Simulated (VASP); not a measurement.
# Rh (Fm-3m) in VASP: notebook, part 2 of 2

VASP 6.6.1.

## Step 3: Single point, PBE

This run uses another cell than the first one, of 14.22 Å³/atom, 1.040 times its volume.

Input file INCAR:

```
SYSTEM = Rh
  PREC = Accurate
  ENCUT = 500
  EDIFF = 1E-6
  ISMEAR = -1
  SIGMA = 0.1
  LREAL = .False.
  LASPH = .True.
  NELM = 120
  ALGO = Normal
  ISIF = 2
  LWAVE = .False.
  LCHARG = .False.
  GGA = PE
  NBANDS = 14
  GGA_COMPAT = .False.
```

Input file KPOINTS:

```
Automatic mesh
0
Gamma
  13 13 13
  0 0 0
```

Input file POSCAR:

```
Rh
1.0
    0.0000000000      1.9228245745      1.9228245745
    1.9228245745      0.0000000000      1.9228245745
    1.9228245745      1.9228245745      0.0000000000
Rh
1
Direct
    0.0000000000      0.0000000000      0.0000000000
```

Potentials or basis: VASP PAW PBE potentials, release 64 (Rh_pv).

Command:

```console
> cat potpaw_PBE.64/Rh_pv/POTCAR > POTCAR
> mpirun -np 1 vasp_std > vasp.out
```

OUTCAR:

```text
SYSTEM = Rh
   PREC = Accurate
   ENCUT = 500
   EDIFF = 1E-6
   ISMEAR = -1
   LREAL = .False.
   LASPH = .True.
   NELM = 120
   ISIF = 2
   GGA = PE

 ion  position               nearest neighbor table
   1  0.000  0.000  0.000-

  LATTYP: Found a face centered cubic cell.
 ALAT       =     3.8456491490

  Lattice vectors:

 A1 = (   0.0000000000,   1.9228245745,   1.9228245745)
 A2 = (   1.9228245745,   0.0000000000,   1.9228245745)
 A3 = (   1.9228245745,   1.9228245745,   0.0000000000)

Analysis of symmetry for initial positions (statically):
=====================================================================
 Subroutine PRICEL returns:
 Original cell was already a primitive cell.

 Routine SETGRP: Setting up the symmetry group for a
 face centered cubic supercell.

 Subroutine GETGRP returns: Found 48 space group operations
 (whereof 48 operations were pure point group operations)
 out of a pool of 48 trial point group operations.

The static configuration has the point symmetry O_h .

Analysis of symmetry for dynamics (positions and initial velocities):
=====================================================================
 Subroutine PRICEL returns:
 Original cell was already a primitive cell.

 Routine SETGRP: Setting up the symmetry group for a
 face centered cubic supercell.

 Subroutine GETGRP returns: Found 48 space group operations
 (whereof 48 operations were pure point group operations)
 out of a pool of 48 trial point group operations.

The dynamic configuration has the point symmetry O_h .

 Subroutine INISYM returns: Found 48 space group operations
 (whereof 48 operations are pure point group operations),
 and found     1 'primitive' translations

----------------------------------------------------------------------------------------

                                     Primitive cell

  volume of cell :      14.2183

  direct lattice vectors                    reciprocal lattice vectors
     0.000000000  1.922824575  1.922824575    -0.260034122  0.260034122  0.260034122
     1.922824575  0.000000000  1.922824575     0.260034122 -0.260034122  0.260034122
[... 108 lines left out ...]
   GGA     = PE    functional components
   LHFCALC =     F    Hartree Fock is set to
   AEXX    =    0.0000 exact exchange contribution
   IVDW    =     0    specifies the selected vdW correction
   LEPSILON=     F    determine dielectric tensor
   LRPA    =     F    only Hartree local field effects (RPA)
 non-spin polarized calculation
  energy-cutoff  :      500.00
  volume of cell :       14.22
 maximum number of plane-waves:       373
   NGX =  9   NGY =  9   NGZ =  9

 number of electron      15.0000000 magnetization

 Free energy of the ion-electron system (eV)
  ---------------------------------------------------
  ext. energy  EPLUGINS =         0.00000000
  ---------------------------------------------------
  free energy    TOTEN  =        -7.28294397 eV

  energy without entropy =       -7.23435838  energy(sigma->0) =       -7.25865117

 E-fermi :  11.2934     XC(G=0): -13.8152

 val. band max:       11.2662612500   @ k =  -0.1538   0.1538   0.0000
 cond. band min:      11.3037720149   @ k =   0.3077   0.3077   0.0000
 fundamental gap:      0.0375107649
 Fermi energy:        11.2933789452

 k-point     1 :       0.0000    0.0000    0.0000
  band No.  band energies     occupation
      1     -35.0189      2.00000
      2     -35.0189      2.00000
      3     -35.0189      2.00000
      4       3.5851      2.00000
      5       8.3797      2.00000
      6       8.3797      2.00000
      7       8.3797      2.00000
      8      10.3574      1.99983
      9      10.3574      1.99983
     10      27.3115      0.00000
     11      31.9364      0.00000
     12      32.5828      0.00000
     13      32.5828      0.00000
     14      32.5828      0.00000
[... 377 lines left out ...]
      1     -35.5879      2.00000
      2     -35.1805      2.00000
      3     -35.1435      2.00000
      4       6.0487      2.00000
      5       7.8612      2.00000
      6       8.9747      2.00000
      7       9.0027      2.00000
      8      11.8848      0.00539
      9      13.7905      0.00000
     10      21.0849      0.00000
     11      27.7771      0.00000
     12      30.4871      0.00000
     13      31.3944      0.00000
     14      31.9434      0.00000

 [... further k-points ...]
[... 5 lines left out ...]
  --------------------------------------------------------------------------------------
  -------------------------------------------------------------------------------------
  Total       -0.2134737     -0.2134737     -0.2134737      0.0000000      0.0000000      0.0000000
  in kB      -24.0550359    -24.0550359    -24.0550359      0.0000000      0.0000000      0.0000000
  external PRESSURE =     -24.0550359 kB  Pullay stress =       0.0000000 kB

 VOLUME and BASIS-vectors are now :
 -----------------------------------------------------------------------------
  energy-cutoff  :      500.00
  volume of cell :       14.22
      direct lattice vectors                 reciprocal lattice vectors
     0.000000000  1.922824575  1.922824575    -0.260034122  0.260034122  0.260034122
     1.922824575  0.000000000  1.922824575     0.260034122 -0.260034122  0.260034122
     1.922824575  1.922824575  0.000000000     0.260034122  0.260034122 -0.260034122

 POSITION                                       TOTAL-FORCE (eV/Angst)
 -----------------------------------------------------------------------------------
      0.00000      0.00000      0.00000         0.000000      0.000000      0.000000
 -----------------------------------------------------------------------------------
    total drift:                                0.000000      0.000000      0.000000

  FREE ENERGIE OF THE ION-ELECTRON SYSTEM (eV)
  ---------------------------------------------------
  free  energy   TOTEN  =        -7.2829439657 eV

  energy  without entropy=       -7.2343583811  energy(sigma->0) =       -7.25865117
```

stdout:

```text
POSCAR found type information on POSCAR Rh
 POSCAR found :  1 types and       1 ions
 scaLAPACK will be used
 LDA part: xc-table for (Slater+PW92), standard interpolation
 POSCAR, INCAR and KPOINTS ok, starting setup
 FFT: planning ... GRIDC
 FFT: planning ... GRID_SOFT
 FFT: planning ... GRID
 WAVECAR not read
 entering main loop
```

Run time: 20 s. Hardware: 1 thread of Intel Xeon 8259CL, shared host; peak memory 0.13 GiB.

What came out:

```
Free energy : -7.2829 eV
Pressure    : -2.4 GPa
```

Levels at points of the mesh, in eV from the Fermi level:
```tsv
k point	band 3	band 4	band 5	band 6	band 7	band 8	band 9	band 10	band 11	band 12
(0.00, 0.00, 0.00)	-46.31	-7.71	-2.91	-2.91	-2.91	-0.94	-0.94	16.02	20.64	21.29
```
